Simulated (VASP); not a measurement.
# BAs (F-43m) in VASP: notebook

BAs is run at these levels: PBEsol; tasks: single point.

Program: VASP 6.6.1. These are calculated values, not measurements. Logs are shortened: lines on timing, memory, paths and dates and some standing lists are left out, and cuts for length are marked.

## 1. The cell of the first run

It takes space group F-43m (No. 216, cubic). Conventional cell: a = 4.784 Å, b = 4.784 Å, c = 4.784 Å, α = 90.00°, β = 90.00°, γ = 90.00°. B (site symmetry -43m) has 4 As at 2.07 Å within 2.7 Å. Within 2.7 Å of As (site symmetry -43m) lie 4 B at 2.07 Å.

## 2. Single point, PBEsol

Contents of INCAR:

```
SYSTEM = BAs
  PREC = Accurate
  ENCUT = 500
  EDIFF = 1E-6
  ISMEAR = -1
  SIGMA = 0.05
  LREAL = .False.
  LASPH = .True.
  NELM = 120
  ALGO = Normal
  ISIF = 2
  LWAVE = .False.
  LCHARG = .True.
  GGA = PS
  LELF = .True.
  LVHAR = .True.
  NBANDS = 11
  GGA_COMPAT = .False.
```

Contents of KPOINTS:

```
regular mesh
0
Gamma
  6 6 6
  0 0 0
```

Contents of POSCAR:

```
BAs
1.0
    0.0000000000      2.3918676038      2.3918676038
    2.3918676038      0.0000000000      2.3918676038
    2.3918676038      2.3918676038      0.0000000000
B As
1 1
Direct
    0.0000000000      0.0000000000      0.0000000000
    0.2500000000      0.2500000000      0.2500000000
```

Potentials or basis: VASP PAW PBE potentials, release 64 (B, As).

Launch:

```
> cat potpaw_PBE.64/B/POTCAR potpaw_PBE.64/As/POTCAR > POTCAR
> mpirun -np 1 vasp_std > vasp.out
```

OUTCAR:

```text
SYSTEM = BAs
   PREC = Accurate
   ENCUT = 500
   EDIFF = 1E-6
   ISMEAR = -1
   LREAL = .False.
   LASPH = .True.
   NELM = 120
   ISIF = 2
   GGA = PS

 ion  position               nearest neighbor table
   1  0.000  0.000  0.000-   2 2.07   2 2.07   2 2.07   2 2.07
   2  0.250  0.250  0.250-   1 2.07   1 2.07   1 2.07   1 2.07

  LATTYP: Found a face centered cubic cell.
 ALAT       =     4.7837352076

  Lattice vectors:

 A1 = (   0.0000000000,   2.3918676038,   2.3918676038)
 A2 = (   2.3918676038,   0.0000000000,   2.3918676038)
 A3 = (   2.3918676038,   2.3918676038,   0.0000000000)

Analysis of symmetry for initial positions (statically):
=====================================================================
 Subroutine PRICEL returns:
 Original cell was already a primitive cell.

 Routine SETGRP: Setting up the symmetry group for a
 face centered cubic supercell.

 Subroutine GETGRP returns: Found 24 space group operations
 (whereof 24 operations were pure point group operations)
 out of a pool of 48 trial point group operations.

The static configuration has the point symmetry T_d .

Analysis of symmetry for dynamics (positions and initial velocities):
=====================================================================
 Subroutine PRICEL returns:
 Original cell was already a primitive cell.

 Routine SETGRP: Setting up the symmetry group for a
 face centered cubic supercell.

 Subroutine GETGRP returns: Found 24 space group operations
 (whereof 24 operations were pure point group operations)
 out of a pool of 48 trial point group operations.

The dynamic configuration has the point symmetry T_d .

 Subroutine INISYM returns: Found 24 space group operations
 (whereof 24 operations are pure point group operations),
 and found     1 'primitive' translations

----------------------------------------------------------------------------------------

                                     Primitive cell

  volume of cell :      27.3679

  direct lattice vectors                    reciprocal lattice vectors
     0.000000000  2.391867604  2.391867604    -0.209041671  0.209041671  0.209041671
     2.391867604  0.000000000  2.391867604     0.209041671 -0.209041671  0.209041671
     2.391867604  2.391867604  0.000000000     0.209041671  0.209041671 -0.209041671

  length of vectors
     3.382611605  3.382611605  3.382611605     0.362070795  0.362070795  0.362070795

[... 77 lines left out ...]
   ISIF   =      2    stress and relaxation
   ISYM   =      2    0-nonsym 1-usesym 2-fastsym
   POTIM  = 0.5000    time-step for ionic-motion
   TEBEG  =    0.0;   TEEND  =   0.0 temperature during run
   PSTRESS=    0.0 pullay stress
   NELECT =       8.0000    total number of electrons
   NUPDOWN=      -1.0000    fix difference up-down
   EMIN   =  10.00;   EMAX   =-10.00  energy-range for DOS
   EFERMI =   0.00;   METHOD = LEGACY
   ISMEAR =    -1;   SIGMA  =   0.05  broadening in eV -4-tet -1-fermi 0-gaus
   EFERMI_NEDOS =   21; number of points for ismear=-14 and -15
   IALGO  =     38    algorithm
   IMIX   =      4    mixing-type and parameters
     AMIX     =   0.40;   BMIX     =  1.00
     AMIX_MAG =   1.60;   BMIX_MAG =  1.00
  volume/ion in A,a.u.               =      13.68        92.34
  Fermi-wavevector in a.u.,A,eV,Ry     =   1.086487  2.053162 16.061039  1.180453
  Thomas-Fermi vector in A             =   2.222624
   LORBIT       =      0    0 simple, 1 ext, 2 COOP (PROOUT), +10 PAW based schemes
   GGA     = PS    functional components
   LHFCALC =     F    Hartree Fock is set to
   AEXX    =    0.0000 exact exchange contribution
   IVDW    =     0    specifies the selected vdW correction
   LEPSILON=     F    determine dielectric tensor
   LRPA    =     F    only Hartree local field effects (RPA)
 non-spin polarized calculation
  energy-cutoff  :      500.00
  volume of cell :       27.37
 maximum number of plane-waves:       725
 NGX is ok and might be reduce to    28
   NGX = 13   NGY = 13   NGZ = 13

 number of electron       8.0000000 magnetization

 Free energy of the ion-electron system (eV)
  ---------------------------------------------------
  ext. energy  EPLUGINS =         0.00000000
  ---------------------------------------------------
  free energy    TOTEN  =       -12.18382255 eV

  energy without entropy =      -12.18382217  energy(sigma->0) =      -12.18382236

 E-fermi :   6.5768     XC(G=0): -10.7104

 val. band max:        6.0039041592   @ k =   0.0000   0.0000   0.0000
 cond. band min:       7.1872832955   @ k =   0.3333   0.3333   0.0000
 fundamental gap:      1.1833791363
 Fermi energy:         6.5768239354

 k-point     1 :       0.0000    0.0000    0.0000
  band No.  band energies     occupation
      1      -9.3967      2.00000
      2       6.0039      1.99998
      3       6.0039      1.99998
      4       6.0039      1.99998
      5       9.2357      0.00000
      6       9.2357      0.00000
      7       9.2357      0.00000
      8      10.6322      0.00000
      9      15.3268      0.00000
     10      18.9131      0.00000
     11      18.9131      0.00000
[... 197 lines left out ...]
 k-point    16 :      -0.3333    0.5000    0.1667
  band No.  band energies     occupation
      1      -5.1034      2.00000
      2      -2.1757      2.00000
      3       0.8211      2.00000
      4       1.0151      2.00000
      5       9.6980      0.00000
      6       9.8898      0.00000
      7      14.5872      0.00000
      8      14.7944      0.00000
      9      18.2242      0.00000
     10      21.5342      0.00000
     11      21.7268      0.00000

------------------------ aborting loop because EDIFF is reached ----------------------------------------

  FORCE on cell =-STRESS in cart. coord.  units (eV):
  Direction    XX          YY          ZZ          XY          YZ          ZX
  --------------------------------------------------------------------------------------
  -------------------------------------------------------------------------------------
  Total       -0.0843362     -0.0843362     -0.0843362     -0.0000000     -0.0000000      0.0000000
  in kB       -4.9372268     -4.9372268     -4.9372268     -0.0000000     -0.0000000      0.0000000
  external PRESSURE =      -4.9372268 kB  Pullay stress =       0.0000000 kB

 VOLUME and BASIS-vectors are now :
 -----------------------------------------------------------------------------
  energy-cutoff  :      500.00
  volume of cell :       27.37
      direct lattice vectors                 reciprocal lattice vectors
     0.000000000  2.391867604  2.391867604    -0.209041671  0.209041671  0.209041671
     2.391867604  0.000000000  2.391867604     0.209041671 -0.209041671  0.209041671
     2.391867604  2.391867604  0.000000000     0.209041671  0.209041671 -0.209041671

 POSITION                                       TOTAL-FORCE (eV/Angst)
 -----------------------------------------------------------------------------------
      0.00000      0.00000      0.00000        -0.000000     -0.000000     -0.000000
      1.19593      1.19593      1.19593         0.000000      0.000000      0.000000
 -----------------------------------------------------------------------------------
    total drift:                               -0.000000     -0.000000     -0.000000

  FREE ENERGIE OF THE ION-ELECTRON SYSTEM (eV)
  ---------------------------------------------------
  free  energy   TOTEN  =       -12.1838225483 eV

  energy  without entropy=      -12.1838221695  energy(sigma->0) =      -12.18382236
```

OSZICAR:

```text
N       E                     dE             d eps       ncg     rms          rms(c)
DAV:   1     0.106211432574E+02    0.10621E+02   -0.37734E+03   352   0.626E+02
DAV:   2    -0.119879558459E+02   -0.22609E+02   -0.21186E+02   454   0.100E+02
DAV:   3    -0.127867280650E+02   -0.79877E+00   -0.79679E+00   441   0.173E+01
DAV:   4    -0.127890667186E+02   -0.23387E-02   -0.23386E-02   385   0.104E+00
DAV:   5    -0.127890704505E+02   -0.37319E-05   -0.37315E-05   432   0.449E-02    0.481E+00
DAV:   6    -0.122613528557E+02    0.52772E+00   -0.13434E+00   376   0.462E+00    0.238E+00
DAV:   7    -0.121928733163E+02    0.68480E-01   -0.18109E-01   409   0.205E+00    0.927E-01
DAV:   8    -0.121836239832E+02    0.92493E-02   -0.18607E-02   397   0.744E-01    0.913E-02
DAV:   9    -0.121837641273E+02   -0.14014E-03   -0.69648E-04   397   0.156E-01    0.509E-02
DAV:  10    -0.121838199426E+02   -0.55815E-04   -0.87379E-05   385   0.549E-02    0.927E-03
DAV:  11    -0.121838226038E+02   -0.26611E-05   -0.18741E-06   420   0.982E-03    0.875E-03
DAV:  12    -0.121838225483E+02    0.55498E-07   -0.10009E-06   279   0.507E-03
   1 F= -.12183823E+02 E0= -.12183822E+02  d E =-.378796E-06
```

stdout:

```text
POSCAR found type information on POSCAR B As
 POSCAR found :  2 types and       2 ions
 scaLAPACK will be used
 -----------------------------------------------------------------------------
|                                                                             |
|                                                                             |
|     You enforced a specific xc type in the INCAR file but a different       |
|     I HOPE YOU KNOW WHAT YOU ARE DOING!                                     |
|                                                                             |
 -----------------------------------------------------------------------------

 LDA part: xc-table for (Slater+PW92), standard interpolation
 POSCAR, INCAR and KPOINTS ok, starting setup
 FFT: planning ... GRIDC
 FFT: planning ... GRID_SOFT
 FFT: planning ... GRID
 WAVECAR not read
 entering main loop
```

Run time: 6.6 s. Hardware: 1 thread of Intel Xeon Platinum 8259CL at 2.50GHz (Skylake/Cascade Lake), shared host; peak memory 0.15 GiB.

What came out:

- Free energy: -12.1838 eV
- Pressure: -0.5 GPa
- Band gap on the k mesh: 1.18 eV, indirect (least direct gap 3.23 eV)

Levels at points of the mesh, in eV from the valence-band top:
```
           k point  band 1  band 2  band 3  band 4  band 5  band 6  band 7  band 8  band 9
(0.00, 0.00, 0.00)  -15.40    0.00    0.00    0.00    3.23    3.23    3.23    4.63    9.32
(0.50, 0.00, 0.00)  -12.53   -8.80   -1.82   -1.82    2.63    4.72    4.72    8.69   12.52
(0.50, 0.50, 0.00)  -11.23   -8.51   -4.09   -4.09    1.31    1.34   11.30   11.30   12.74
```

Caveat: the PAW data sets were made with another functional, which shifts forces and pressure a little.

## 3. Single point, PBEsol

Contents of INCAR:

```
ALGO = Normal
EDIFF = 1E-6
ENCUT = 500
GGA = PS
GGA_COMPAT = F
ISIF = 2
ISMEAR = 0
LASPH = T
LCHARG = F
LREAL = F
LWAVE = F
NBANDS = 11
NELM = 120
PREC = Accurate
SIGMA = 0.001
```

Contents of KPOINTS:

```
k-points
0
Gamma
  6 6 6
```

POSCAR is that of step 2.

Potentials or basis: VASP PAW PBE potentials, release 64 (B, As).

Launch:

```
> cat potpaw_PBE.64/B/POTCAR potpaw_PBE.64/As/POTCAR > POTCAR
> mpirun -np 1 vasp_std > vasp.out
```

Wall time 6.1 s (1 thread of Intel Xeon Platinum 8259CL at 2.50GHz (Skylake/Cascade Lake), shared host); peak memory 0.15 GiB.

The run converged. Its results:

* Free energy: -12.1838 eV
* Pressure: -0.5 GPa
* Band gap on the k mesh: 1.18 eV, indirect (least direct gap 3.23 eV)

Levels at points of the mesh, in eV from the valence-band top:
```csv
k point,band 2,band 3,band 4,band 5,band 6,band 7
"(0.00, 0.00, 0.00)",0.00,0.00,0.00,3.23,3.23,3.23
"(0.50, 0.00, 0.00)",-8.80,-1.82,-1.82,2.63,4.72,4.72
"(0.50, 0.50, 0.00)",-8.51,-4.09,-4.09,1.31,1.34,11.30
```

Caveat: the PAW data sets were made with another functional, which shifts forces and pressure a little. A k mesh can miss the band edges.
